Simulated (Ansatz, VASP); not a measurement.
# KI: VASP beside Ansatz

Contents of INCAR:

```
SYSTEM = KI
PREC = Accurate
ENCUT = 520
EDIFF = 1E-6
ISMEAR = 0
SIGMA = 0.05
LREAL = .FALSE.
LASPH = .TRUE.
NELM = 100
ALGO = Normal
ISIF = 2
LWAVE = .FALSE.
LCHARG = .TRUE.
GGA = PE
LELF = .TRUE.
LVHAR = .TRUE.
NBANDS = 15
```

The input KPOINTS:

```
Automatic mesh
0
G
  6 6 6
  0 0 0
```

File POSCAR:

```
KI
1.0
    0.0000000000      3.6126637500      3.7007775000
    3.6126637500      0.0000000000      3.7007775000
    3.6126637500      3.6126637500      0.0000000000
K I
1 1
Direct
    0.0000000000      0.0000000000      0.0000000000
    0.5000000000      0.5000000000      0.5000000000
```

Input for Ansatz:

```yaml
crystal:
  lattice:
    - [0.0, 3.61266375, 3.7007775]
    - [3.61266375, 0.0, 3.7007775]
    - [3.61266375, 3.61266375, 0.0]
  atoms:
    - { symbol: K, position: [0.0, 0.0, 0.0] }
    - { symbol: I, position: [0.5, 0.5, 0.5] }
basis:
  ecutwfc: 420
kpoints:
  mp_grid: { grid: [6, 6, 6] }
hamiltonian:
  xc: pbe
scf:
  occupations: { method: gaussian, width: 0.05 }
output:
  forces: true
  stress: true
  eigenvalues: true
  write_density: true
  write_potential: true
  elf: true
  volumetric_format: npy
```

Change from the starting cell: strain +0.025 along x and y, +0.050 along z, atoms carried along.

Alike in both runs: task single point; functional PBE; k mesh 6 × 6 × 6; occupations gaussian, width 0.05 eV; no spin polarisation.

|  | VASP | Ansatz |
| --- | --- | --- |
| version | VASP 6.6.1 | Ansatz 0.2.0 |
| potentials or method | VASP PAW PBE potentials, release 64 (K_sv, I), cutoff 520 eV | scalar-relativistic, plane waves, PAW |
| valence electrons in the cell | 16 | 26 |

```csv
,VASP,Ansatz,Ansatz less VASP
gap on the k mesh at the Fermi level (eV),3.76,3.76,+0.004
least direct gap on the mesh (eV),3.76,3.76,+0.004
pressure (GPa),-0.4,-0.4,-0.02
"traceless stress, the component that is largest in VASP (GPa)",-0.24,-0.24,+0.003
```

VASP's potentials hold 16 valence electrons a cell and Ansatz's 26, so a difference there can come from the potentials and not from the codes.

Neither program's run includes spin-orbit coupling.
